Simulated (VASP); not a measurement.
# Cs2InAgCl6 (Fm-3m) in VASP: single point with LDA

Aim: the single point of Cs2InAgCl6 with LDA.

Program: VASP 6.6.1. These are calculated values, not measurements. Logs are shortened: lines on timing, memory, paths and dates and some standing lists are left out, and cuts for length are marked.

## (1) The cell of the first run

Symmetry: Fm-3m, No. 225, cubic system. The conventional cell has a = 10.193 Å, b = 10.193 Å, c = 10.193 Å, α = 90.00°, β = 90.00°, γ = 90.00°. Cs (site symmetry -43m) has 12 Cl at 3.60 Å and 4 In at 4.41 Å and 4 Ag at 4.41 Å within 4.7 Å. Within 3.3 Å of In (site symmetry m-3m) lie 6 Cl at 2.50 Å. Within 3.4 Å of Ag (site symmetry m-3m) lie 6 Cl at 2.59 Å. Cl (site symmetry 4mm) has 1 In at 2.50 Å and 1 Ag at 2.59 Å within 3.3 Å.

## (2) Single point, LDA

INCAR

```
PREC = Accurate
ENCUT = 520
EDIFF = 1E-6
ISMEAR = 0
SIGMA = 0.02
LREAL = F
LASPH = T
NELM = 100
ALGO = Normal
ISIF = 2
LWAVE = F
LCHARG = T
LELF = T
LVHAR = T
NBANDS = 53
```

KPOINTS

```
regular mesh
0
Gamma
  6 6 6
```

POSCAR

```
Cs2InAgCl6
1.0
    0.0000000000      5.0964314278      5.0964314278
    5.0964314278      0.0000000000      5.0964314278
    5.0964314278      5.0964314278      0.0000000000
Cs In Ag Cl
2 1 1 6
Direct
    0.2500000000      0.2500000000      0.2500000000
    0.7500000000      0.7500000000      0.7500000000
    0.0000000000      0.0000000000      0.0000000000
    0.5000000000      0.5000000000      0.5000000000
    0.7543471915      0.2456528085      0.2456528085
    0.2456528085      0.7543471915      0.2456528085
    0.2456528085      0.7543471915      0.7543471915
    0.7543471915      0.2456528085      0.7543471915
    0.2456528085      0.2456528085      0.7543471915
    0.7543471915      0.7543471915      0.2456528085
```

Potentials or basis: VASP PAW LDA potentials, release 64 (Cs_sv, In_d, Ag, Cl).

On the command line:

```
$ cat potpaw_LDA.64/Cs_sv/POTCAR potpaw_LDA.64/In_d/POTCAR potpaw_LDA.64/Ag/POTCAR potpaw_LDA.64/Cl/POTCAR > POTCAR
$ mpirun -np 1 vasp_std > vasp.out
```

OUTCAR:

```text
PREC = Accurate
   ENCUT = 520
   EDIFF = 1E-6
   ISMEAR = 0
   LREAL = F
   LASPH = T
   NELM = 100
   ISIF = 2

 ion  position               nearest neighbor table
   1  0.250  0.250  0.250-
   2  0.750  0.750  0.750-
   3  0.000  0.000  0.000-   5 2.50   6 2.50   7 2.50   8 2.50   9 2.50  10 2.50
   4  0.500  0.500  0.500-   5 2.59   6 2.59   7 2.59   8 2.59   9 2.59  10 2.59
   5  0.754  0.246  0.246-   3 2.50   4 2.59
   6  0.246  0.754  0.246-   3 2.50   4 2.59
   7  0.246  0.754  0.754-   3 2.50   4 2.59
   8  0.754  0.246  0.754-   3 2.50   4 2.59
   9  0.246  0.246  0.754-   3 2.50   4 2.59
  10  0.754  0.754  0.246-   3 2.50   4 2.59

  LATTYP: Found a face centered cubic cell.
 ALAT       =    10.1928628556

  Lattice vectors:

 A1 = (   0.0000000000,   5.0964314278,   5.0964314278)
 A2 = (   5.0964314278,   0.0000000000,   5.0964314278)
 A3 = (   5.0964314278,   5.0964314278,   0.0000000000)

Analysis of symmetry for initial positions (statically):
=====================================================================
 Subroutine PRICEL returns:
 Original cell was already a primitive cell.

 Routine SETGRP: Setting up the symmetry group for a
 face centered cubic supercell.

 Subroutine GETGRP returns: Found 48 space group operations
 (whereof 48 operations were pure point group operations)
 out of a pool of 48 trial point group operations.

The static configuration has the point symmetry O_h .

Analysis of symmetry for dynamics (positions and initial velocities):
=====================================================================
 Subroutine PRICEL returns:
 Original cell was already a primitive cell.

 Routine SETGRP: Setting up the symmetry group for a
 face centered cubic supercell.

 Subroutine GETGRP returns: Found 48 space group operations
 (whereof 48 operations were pure point group operations)
 out of a pool of 48 trial point group operations.

The dynamic configuration has the point symmetry O_h .

 Subroutine INISYM returns: Found 48 space group operations
 (whereof 48 operations are pure point group operations),
 and found     1 'primitive' translations

----------------------------------------------------------------------------------------

[... 98 lines left out ...]
   NELM   =    100;   NELMIN=  2; NELMDL= -5     # of ELM steps
   EDIFF  = 0.1E-05   stopping-criterion for ELM
   LREAL  =      F    real-space projection
[... 7 lines left out ...]
   TEBEG  =    0.0;   TEEND  =   0.0 temperature during run
   PSTRESS=    0.0 pullay stress
   NELECT =      84.0000    total number of electrons
   NUPDOWN=      -1.0000    fix difference up-down
   EMIN   =  10.00;   EMAX   =-10.00  energy-range for DOS
   EFERMI =   0.00;   METHOD = LEGACY
   ISMEAR =     0;   SIGMA  =   0.02  broadening in eV -4-tet -1-fermi 0-gaus
   EFERMI_NEDOS =   21; number of points for ismear=-14 and -15
   IALGO  =     38    algorithm
   IMIX   =      4    mixing-type and parameters
     AMIX     =   0.40;   BMIX     =  1.00
     AMIX_MAG =   1.60;   BMIX_MAG =  1.00
  volume/ion in A,a.u.               =      26.47       178.66
  Fermi-wavevector in a.u.,A,eV,Ry     =   1.116585  2.110039 16.963224  1.246762
  Thomas-Fermi vector in A             =   2.253200
   LORBIT       =      0    0 simple, 1 ext, 2 COOP (PROOUT), +10 PAW based schemes
   GGA     = CA    functional components
   LHFCALC =     F    Hartree Fock is set to
   AEXX    =    0.0000 exact exchange contribution
   IVDW    =     0    specifies the selected vdW correction
   LEPSILON=     F    determine dielectric tensor
   LRPA    =     F    only Hartree local field effects (RPA)
 non-spin polarized calculation
 Gauss-broadening in eV      SIGMA  =   0.02
  energy-cutoff  :      520.00
  volume of cell :      264.75
 maximum number of plane-waves:      7157
 NGX is ok and might be reduce to    54
   NGX = 27   NGY = 27   NGZ = 27

 number of electron      84.0000008 magnetization

 Free energy of the ion-electron system (eV)
  ---------------------------------------------------
  ext. energy  EPLUGINS =         0.00000000
  ---------------------------------------------------
  free energy    TOTEN  =       -36.78711540 eV

  energy without entropy =      -36.78711540  energy(sigma->0) =      -36.78711540

 E-fermi :   2.2695     XC(G=0):  -9.4090

 val. band max:        2.0996036704   @ k =   0.0000   0.0000   0.0000
 cond. band min:       2.7349824477   @ k =   0.0000   0.0000   0.0000
 fundamental gap:      0.6353787773
 Fermi energy:         2.2695488977

 k-point     1 :       0.0000    0.0000    0.0000
  band No.  band energies     occupation
      1     -17.7331      2.00000
      2     -17.6996      2.00000
      3     -12.7818      2.00000
      4     -12.7818      2.00000
      5     -12.7163      2.00000
      6     -12.0810      2.00000
[... 885 lines left out ...]
     52       9.1999      0.00000
     53       9.4658      0.00000

------------------------ aborting loop because EDIFF is reached ----------------------------------------

  FORCE on cell =-STRESS in cart. coord.  units (eV):
  Direction    XX          YY          ZZ          XY          YZ          ZX
  --------------------------------------------------------------------------------------
  -------------------------------------------------------------------------------------
  Total        0.0232405      0.0232405      0.0232405      0.0000000      0.0000000     -0.0000000
  in kB        0.1406462      0.1406462      0.1406462      0.0000000      0.0000000     -0.0000000
  external PRESSURE =       0.1406462 kB  Pullay stress =       0.0000000 kB

 VOLUME and BASIS-vectors are now :
 -----------------------------------------------------------------------------
  energy-cutoff  :      520.00
  volume of cell :      264.75
      direct lattice vectors                 reciprocal lattice vectors
     0.000000000  5.096431428  5.096431428    -0.098107864  0.098107864  0.098107864
     5.096431428  0.000000000  5.096431428     0.098107864 -0.098107864  0.098107864
     5.096431428  5.096431428  0.000000000     0.098107864  0.098107864 -0.098107864

 POSITION                                       TOTAL-FORCE (eV/Angst)
 -----------------------------------------------------------------------------------
      2.54822      2.54822      2.54822        -0.000000      0.000000     -0.000000
      7.64465      7.64465      7.64465        -0.000000     -0.000000      0.000000
      0.00000      0.00000      0.00000        -0.000000     -0.000000     -0.000000
      5.09643      5.09643      5.09643        -0.000000     -0.000000     -0.000000
      2.50391      5.09643      5.09643        -0.003457     -0.000000      0.000000
      5.09643      2.50391      5.09643        -0.000000     -0.003457      0.000000
      7.68896      5.09643      5.09643         0.003457     -0.000000      0.000000
      5.09643      7.68896      5.09643        -0.000000      0.003457      0.000000
      5.09643      5.09643      2.50391        -0.000000     -0.000000     -0.003457
      5.09643      5.09643      7.68896        -0.000000     -0.000000      0.003457
 -----------------------------------------------------------------------------------
    total drift:                               -0.000000      0.000000     -0.000000

  FREE ENERGIE OF THE ION-ELECTRON SYSTEM (eV)
  ---------------------------------------------------
  free  energy   TOTEN  =       -36.7871154003 eV

  energy  without entropy=      -36.7871154003  energy(sigma->0) =      -36.78711540
```

OSZICAR:

```text
N       E                     dE             d eps       ncg     rms          rms(c)
DAV:   1     0.760090691505E+03    0.76009E+03   -0.36487E+04  1696   0.149E+03
DAV:   2     0.672801126856E+02   -0.69281E+03   -0.65761E+03  1968   0.336E+02
DAV:   3    -0.333251311972E+02   -0.10061E+03   -0.98977E+02  1941   0.143E+02
DAV:   4    -0.380313226092E+02   -0.47062E+01   -0.46685E+01  2104   0.343E+01
DAV:   5    -0.382470908802E+02   -0.21577E+00   -0.21555E+00  2520   0.706E+00    0.125E+01
DAV:   6    -0.369078206502E+02    0.13393E+01   -0.34168E+00  2174   0.153E+01    0.867E+00
DAV:   7    -0.368003028938E+02    0.10752E+00   -0.12401E+00  2488   0.712E+00    0.375E+00
DAV:   8    -0.367883953689E+02    0.11908E-01   -0.13906E-01  2492   0.190E+00    0.918E-01
DAV:   9    -0.367871637221E+02    0.12316E-02   -0.68410E-03  2144   0.339E-01    0.286E-01
DAV:  10    -0.367870960521E+02    0.67670E-04   -0.47185E-04  2606   0.238E-01    0.976E-02
DAV:  11    -0.367871158189E+02   -0.19767E-04   -0.14543E-04  2024   0.498E-02    0.362E-02
DAV:  12    -0.367871154003E+02    0.41859E-06   -0.91435E-06  2366   0.238E-02
   1 F= -.36787115E+02 E0= -.36787115E+02  d E =-.962837E-35
```

stdout:

```text
POSCAR found type information on POSCAR CsInAgCl
 POSCAR found :  4 types and      10 ions
 scaLAPACK will be used
 LDA part: xc-table for (Slater(with rela. corr.)+CA(PZ))
 , standard interpolation
 POSCAR, INCAR and KPOINTS ok, starting setup
 FFT: planning ... GRIDC
 FFT: planning ... GRID_SOFT
 FFT: planning ... GRID
 WAVECAR not read
 entering main loop
```

It took 3.3 min on 1 thread of Intel Xeon Platinum 8375C at 2.90GHz (Ice Lake), shared host; peak memory 0.44 GiB.

Results:

```
Free energy            : -36.7871 eV
Pressure               : 0.0 GPa
Largest force          : 0.003 eV/Å
Band gap on the k mesh : 0.64 eV
```

Forces on the atoms (eV/Å):
```
Cs   0.000  0.000  0.000
Cs   0.000  0.000  0.000
In   0.000  0.000  0.000
Ag   0.000  0.000  0.000
Cl  -0.003  0.000  0.000
Cl   0.000 -0.003  0.000
Cl   0.003  0.000  0.000
Cl   0.000  0.003  0.000
Cl   0.000  0.000 -0.003
Cl   0.000  0.000  0.003
```

Levels at points of the mesh, in eV from the valence-band top:
```tsv
k point	band 40	band 41	band 42	band 43	band 44	band 45
(0.00, 0.00, 0.00)	-1.26	0.00	0.00	0.64	4.71	4.71
(0.50, 0.00, 0.00)	-1.51	-0.67	-0.67	2.47	3.82	6.02
(0.50, 0.50, 0.00)	-1.28	-1.28	-0.01	3.46	6.01	6.09
```

Caveat: spin-orbit coupling is left out, which moves the levels of the heavy elements. A k mesh can miss the band edges.
